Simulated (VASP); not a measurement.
# KBr (Immm) in VASP: single point with PBE

Aim: the single point of KBr with PBE.

All numbers are computed with VASP 6.6.1; they aren't measurements. Logs are shortened: lines on timing, memory, paths and dates and some standing lists are left out, and cuts for length are marked.

### 1 The cell of the first run

It takes space group Immm (No. 71, orthorhombic). The conventional cell has a = 4.684 Å, b = 4.951 Å, c = 6.625 Å, α = 90.00°, β = 90.00°, γ = 90.00°. K (site symmetry mmm) has 6 Br at 3.31 to 3.41 Å within 4.4 Å. Br (site symmetry mmm) has 6 K at 3.31 to 3.41 Å within 4.4 Å.

### 2 Single point, PBE (uniaxial strain along a: +4.5 %)

Input file INCAR:

```
SYSTEM = KBr
PREC = Accurate
ENCUT = 520
EDIFF = 1E-7
ISMEAR = 0
SIGMA = 0.02
LREAL = .FALSE.
LASPH = .TRUE.
NELM = 100
ALGO = Normal
ISIF = 2
LWAVE = .FALSE.
LCHARG = .FALSE.
GGA = PE
NBANDS = 24
```

Input file KPOINTS:

```
regular mesh
0
G
  6 6 4
  0 0 0
```

Input file POSCAR:

```
KBr
1.0
    3.5007157709      3.5007157709      0.0000000000
   -3.3122801134      3.3122801134      0.0000000000
    0.0000000000      0.0000000000      6.6245602267
K Br
2 2
Direct
    0.0000000000      0.0000000000      0.0000000000
    0.5000000000      0.5000000000      0.5000000000
    0.5000000000      0.5000000000      0.0000000000
    0.0000000000      0.0000000000      0.5000000000
```

Potentials or basis: VASP PAW PBE potentials, release 64 (K_sv, Br).

The run is started by

```sh
$ cat potpaw_PBE.64/K_sv/POTCAR potpaw_PBE.64/Br/POTCAR > POTCAR
$ mpirun -np 1 vasp_std > vasp.out
```

OUTCAR:

```text
SYSTEM = KBr
   PREC = Accurate
   ENCUT = 520
   EDIFF = 1E-7
   ISMEAR = 0
   LREAL = .FALSE.
   LASPH = .TRUE.
   NELM = 100
   ISIF = 2
   GGA = PE

 ion  position               nearest neighbor table
   1  0.000  0.000  0.000-
   2  0.500  0.500  0.500-
   3  0.500  0.500  0.000-
   4  0.000  0.000  0.500-

  LATTYP: Found a simple orthorhombic cell.
 ALAT       =     4.6842714587
 B/A-ratio  =     1.0568900126
 C/A-ratio  =     1.4142135624

  Lattice vectors:

 A1 = (   3.3122801134,  -3.3122801134,   0.0000000000)
 A2 = (   3.5007157709,   3.5007157709,   0.0000000000)
 A3 = (   0.0000000000,   0.0000000000,   6.6245602267)

Analysis of symmetry for initial positions (statically):
=====================================================================
 Subroutine PRICEL returns following result:

  LATTYP: Found a body centered orthorhombic cell.
 ALAT       =     4.6842714587
 B/A-ratio  =     1.0568900126
 C/A-ratio  =     1.4142135624

  Lattice vectors:

 A1 = (   3.4064979422,   0.0942178287,  -3.3122801134)
 A2 = (  -3.4064979422,  -0.0942178287,  -3.3122801133)
 A3 = (   0.0942178288,   3.4064979421,   3.3122801133)

   2 primitive cells build up your supercell.

 Routine SETGRP: Setting up the symmetry group for a
 simple orthorhombic supercell.

 Subroutine GETGRP returns: Found  8 space group operations
 (whereof  8 operations were pure point group operations)
 out of a pool of  8 trial point group operations.

The static configuration has the point symmetry D_2h.

Analysis of symmetry for dynamics (positions and initial velocities):
=====================================================================
 Subroutine PRICEL returns following result:

  LATTYP: Found a body centered orthorhombic cell.
 ALAT       =     4.6842714587
 B/A-ratio  =     1.0568900126
 C/A-ratio  =     1.4142135624

  Lattice vectors:

 A1 = (   3.4064979422,   0.0942178287,  -3.3122801134)
 A2 = (  -3.4064979422,  -0.0942178287,  -3.3122801133)
 A3 = (   0.0942178288,   3.4064979421,   3.3122801133)

   2 primitive cells build up your supercell.

 Routine SETGRP: Setting up the symmetry group for a
 simple orthorhombic supercell.

 Subroutine GETGRP returns: Found  8 space group operations
 (whereof  8 operations were pure point group operations)
 out of a pool of  8 trial point group operations.

The dynamic configuration has the point symmetry D_2h.

 Subroutine INISYM returns: Found  8 space group operations
 (whereof  8 operations are pure point group operations),
 and found     2 'primitive' translations

----------------------------------------------------------------------------------------

                                     Primitive cell

  volume of cell :      76.8141

  direct lattice vectors                    reciprocal lattice vectors
     3.406497942  0.094217829 -3.312280113     0.142827934  0.142827934 -0.150953417
    -3.406497942 -0.094217829 -3.312280113    -0.150953417  0.150953417 -0.150953417
     0.094217829  3.406497942  3.312280113    -0.008125483  0.293781350  0.000000000

  length of vectors
     4.752294686  4.752294686  4.752294686     0.252163779  0.261458987  0.293893697

  position of ions in fractional coordinates (direct lattice)
     0.000000000  0.000000000  0.000000000
     0.500000000  0.500000000  0.000000000

  ion indices of the primitive-cell ions
   primitive index   ion index
                 1           1
                 2           4

----------------------------------------------------------------------------------------

 KPOINTS: regular mesh

Automatic generation of k-mesh.
 Grid dimensions read from file:
 generate k-points for:    6    6    4

 Generating k-lattice:

  Cartesian coordinates                     Fractional coordinates (reciprocal lattice)
     0.023804656  0.023804656  0.000000000     0.166666667  0.000000000  0.000000000
    -0.025158903  0.025158903  0.000000000     0.000000000  0.166666667  0.000000000
     0.000000000  0.000000000  0.037738354     0.000000000  0.000000000  0.250000000

  Length of vectors
     0.033664867  0.035580062  0.037738354

  Shift w.r.t. Gamma in fractional coordinates (k-lattice)
     0.000000000  0.000000000  0.000000000

 Subroutine IBZKPT returns following result:
 ===========================================

 Found     48 irreducible k-points:

 Following reciprocal coordinates:
            Coordinates               Weight
  0.000000  0.000000  0.000000      1.000000
  0.166667  0.000000  0.000000      2.000000
  0.333333  0.000000  0.000000      2.000000
  0.500000  0.000000  0.000000      1.000000
  0.000000  0.166667  0.000000      2.000000
  0.166667  0.166667  0.000000      4.000000
[... 16 lines left out ...]
  0.333333  0.166667  0.250000      8.000000
  0.500000  0.166667  0.250000      4.000000
 [... further k-points ...]
   k-points           NKPTS =     48   k-points in BZ     NKDIM =     48   number of bands    NBANDS=     24
   number of dos      NEDOS =    301   number of ions     NIONS =      4
   total plane-waves  NPLWV =  72000
   dimension x,y,z NGX =    40 NGY =   36 NGZ =   50
   dimension x,y,z NGXF=    80 NGYF=   72 NGZF=  100
   ions per type =               2   2
   NGX,Y,Z   is equivalent  to a cutoff of  13.43, 12.78, 12.55 a.u.
   NGXF,Y,Z  is equivalent  to a cutoff of  26.86, 25.55, 25.10 a.u.
 SYSTEM =  KBr
   PREC   = accura    normal or accurate (medium, high low for compatibility)
   ISTART =      0    job   : 0-new  1-cont  2-samecut
   ICHARG =      2    charge: 1-file 2-atom 10-const
   ISPIN  =      1    spin polarized calculation?
   LNONCOLLINEAR =      F non collinear calculations
   LSORBIT =      F    spin-orbit coupling
   LASPH  =      T    aspherical Exc in radial PAW
   ENCUT  =  520.0 eV  38.22 Ry    6.18 a.u.   9.21  8.71 12.32*2*pi/ulx,y,z
   NELM   =    100;   NELMIN=  2; NELMDL= -5     # of ELM steps
   EDIFF  = 0.1E-06   stopping-criterion for ELM
   LREAL  =      F    real-space projection
   EDIFFG = 0.1E-05   stopping-criterion for IOM
   NSW    =      0    number of steps for IOM
   IBRION =     -1    ionic relax: 0-MD 1-quasi-New 2-CG
   NFREE  =      0    steps in history (QN), initial steepest desc. (CG)
   ISIF   =      2    stress and relaxation
   ISYM   =      2    0-nonsym 1-usesym 2-fastsym
   POTIM  = 0.5000    time-step for ionic-motion
   TEBEG  =    0.0;   TEEND  =   0.0 temperature during run
   PSTRESS=    0.0 pullay stress
   NELECT =      32.0000    total number of electrons
   NUPDOWN=      -1.0000    fix difference up-down
   EMIN   =  10.00;   EMAX   =-10.00  energy-range for DOS
   EFERMI =   0.00;   METHOD = LEGACY
   ISMEAR =     0;   SIGMA  =   0.02  broadening in eV -4-tet -1-fermi 0-gaus
   EFERMI_NEDOS =   21; number of points for ismear=-14 and -15
   IALGO  =     38    algorithm
   IMIX   =      4    mixing-type and parameters
     AMIX     =   0.40;   BMIX     =  1.00
     AMIX_MAG =   1.60;   BMIX_MAG =  1.00
  volume/ion in A,a.u.               =      38.41       259.18
  Fermi-wavevector in a.u.,A,eV,Ry     =   0.970438  1.833862 12.813288  0.941750
  Thomas-Fermi vector in A             =   2.100573
   LORBIT       =      0    0 simple, 1 ext, 2 COOP (PROOUT), +10 PAW based schemes
   GGA     = PE    functional components
   LHFCALC =     F    Hartree Fock is set to
   AEXX    =    0.0000 exact exchange contribution
   IVDW    =     0    specifies the selected vdW correction
   LEPSILON=     F    determine dielectric tensor
   LRPA    =     F    only Hartree local field effects (RPA)
 non-spin polarized calculation
 Gauss-broadening in eV      SIGMA  =   0.02
  energy-cutoff  :      520.00
  volume of cell :      153.63
 maximum number of plane-waves:      4172
 NGX is ok and might be reduce to    40
   NGX = 19   NGY = 17   NGZ = 25

 number of electron      31.9999996 magnetization

 Free energy of the ion-electron system (eV)
  ---------------------------------------------------
  ext. energy  EPLUGINS =         0.00000000
  ---------------------------------------------------
  free energy    TOTEN  =       -12.43236202 eV

  energy without entropy =      -12.43236202  energy(sigma->0) =      -12.43236202

 E-fermi :  -1.7487     XC(G=0):  -7.1087

 val. band max:       -1.9305408935   @ k =   0.0000   0.0000   0.0000
 cond. band min:       2.2659360926   @ k =   0.0000   0.0000   0.0000
 fundamental gap:      4.1964769862
 Fermi energy:        -1.7487487589

 k-point     1 :       0.0000    0.0000    0.0000
  band No.  band energies     occupation
      1     -29.9237      2.00000
      2     -29.9184      2.00000
      3     -14.2040      2.00000
      4     -14.1197      2.00000
      5     -13.4632      2.00000
      6     -13.4282      2.00000
[... 16 lines left out ...]
     23       6.3308      0.00000
     24       6.4412      0.00000

 k-point     2 :       0.1667    0.0000    0.0000
  band No.  band energies     occupation
      1     -29.9231      2.00000
      2     -29.9185      2.00000
      3     -14.2342      2.00000
      4     -14.1662      2.00000
      5     -13.4580      2.00000
      6     -13.4249      2.00000
[... 16 lines left out ...]
     23       6.5692      0.00000
     24       6.6138      0.00000

 k-point     3 :       0.3333    0.0000    0.0000
  band No.  band energies     occupation
      1     -29.9217      2.00000
      2     -29.9191      2.00000
      3     -14.2842      2.00000
      4     -14.2488      2.00000
      5     -13.4441      2.00000
      6     -13.4169      2.00000
[... 16 lines left out ...]
     23       6.6577      0.00000
     24       6.7540      0.00000

 k-point     4 :       0.5000    0.0000    0.0000
  band No.  band energies     occupation
      1     -29.9202      2.00000
      2     -29.9202      2.00000
      3     -14.2959      2.00000
      4     -14.2959      2.00000
      5     -13.4261      2.00000
      6     -13.4261      2.00000
[... 16 lines left out ...]
     23       6.8938      0.00000
     24       6.8938      0.00000

 k-point     5 :       0.0000    0.1667    0.0000
  band No.  band energies     occupation
      1     -29.9229      2.00000
      2     -29.9183      2.00000
      3     -14.2285      2.00000
      4     -14.1592      2.00000
      5     -13.4575      2.00000
      6     -13.4199      2.00000
[... 16 lines left out ...]
     23       6.5732      0.00000
     24       6.6490      0.00000

 k-point     6 :       0.1667    0.1667    0.0000
  band No.  band energies     occupation
      1     -29.9224      2.00000
      2     -29.9184      2.00000
      3     -14.2404      2.00000
      4     -14.1811      2.00000
      5     -13.4529      2.00000
      6     -13.4363      2.00000
[... 16 lines left out ...]
     23       6.3020      0.00000
     24       6.5897      0.00000
[... 379 lines left out ...]
 k-point    21 :       0.0000    0.1667    0.2500
  band No.  band energies     occupation
      1     -29.9222      2.00000
      2     -29.9190      2.00000
      3     -14.2708      2.00000
      4     -14.2283      2.00000
      5     -13.4275      2.00000
      6     -13.4157      2.00000
[... 16 lines left out ...]
     23       6.6914      0.00000
     24       6.9177      0.00000

 k-point    22 :       0.1667    0.1667    0.2500
  band No.  band energies     occupation
      1     -29.9218      2.00000
      2     -29.9190      2.00000
      3     -14.2825      2.00000
      4     -14.2458      2.00000
      5     -13.4320      2.00000
      6     -13.4176      2.00000
[... 16 lines left out ...]
     23       6.5240      0.00000
     24       6.8373      0.00000

 k-point    23 :       0.3333    0.1667    0.2500
  band No.  band energies     occupation
      1     -29.9208      2.00000
      2     -29.9192      2.00000
      3     -14.3032      2.00000
      4     -14.2821      2.00000
      5     -13.4318      2.00000
      6     -13.4148      2.00000
[... 16 lines left out ...]
     23       6.9650      0.00000
     24       7.0076      0.00000

 k-point    24 :       0.5000    0.1667    0.2500
  band No.  band energies     occupation
      1     -29.9198      2.00000
      2     -29.9198      2.00000
      3     -14.3065      2.00000
      4     -14.3065      2.00000
      5     -13.4218      2.00000
      6     -13.4218      2.00000
[... 16 lines left out ...]
     23       7.2068      0.00000
     24       7.2068      0.00000

 [... further k-points ...]
[... 5 lines left out ...]
  --------------------------------------------------------------------------------------
  -------------------------------------------------------------------------------------
  Total       -0.4054591     -0.4054591      0.2308618     -0.2739537      0.0000000      0.0000000
  in kB       -4.2285028     -4.2285028      2.4076408     -2.8570432      0.0000000      0.0000000
  external PRESSURE =      -2.0164550 kB  Pullay stress =       0.0000000 kB

 VOLUME and BASIS-vectors are now :
 -----------------------------------------------------------------------------
  energy-cutoff  :      520.00
  volume of cell :      153.63
      direct lattice vectors                 reciprocal lattice vectors
     3.500715771  3.500715771  0.000000000     0.142827934  0.142827934  0.000000000
    -3.312280113  3.312280113  0.000000000    -0.150953417  0.150953417  0.000000000
     0.000000000  0.000000000  6.624560227     0.000000000  0.000000000  0.150953417

 POSITION                                       TOTAL-FORCE (eV/Angst)
 -----------------------------------------------------------------------------------
      0.00000      0.00000      0.00000        -0.000000     -0.000000      0.000000
      0.09422      3.40650      3.31228         0.000000      0.000000      0.000000
      0.09422      3.40650      0.00000        -0.000000     -0.000000     -0.000000
      0.00000      0.00000      3.31228        -0.000000     -0.000000      0.000000
 -----------------------------------------------------------------------------------
    total drift:                                0.000000      0.000000     -0.000000

  FREE ENERGIE OF THE ION-ELECTRON SYSTEM (eV)
  ---------------------------------------------------
  free  energy   TOTEN  =       -12.4323620180 eV

  energy  without entropy=      -12.4323620180  energy(sigma->0) =      -12.43236202
```

Run time: 2.3 min. Hardware: 1 thread of Intel Xeon Platinum 8259CL at 2.50GHz (Skylake/Cascade Lake), shared host; peak memory 0.34 GiB.

What came out:

```
Free energy            : -12.4324 eV
Pressure               : -0.2 GPa
Band gap on the k mesh : 4.20 eV
```

Stress tensor (GPa, compression positive):
```
-0.42 -0.29  0.00
-0.29 -0.42  0.00
 0.00  0.00  0.24
```

Caveat: the cell differs from its parent crystal (uniaxial strain along a: +4.5 %). A k mesh can miss the band edges.
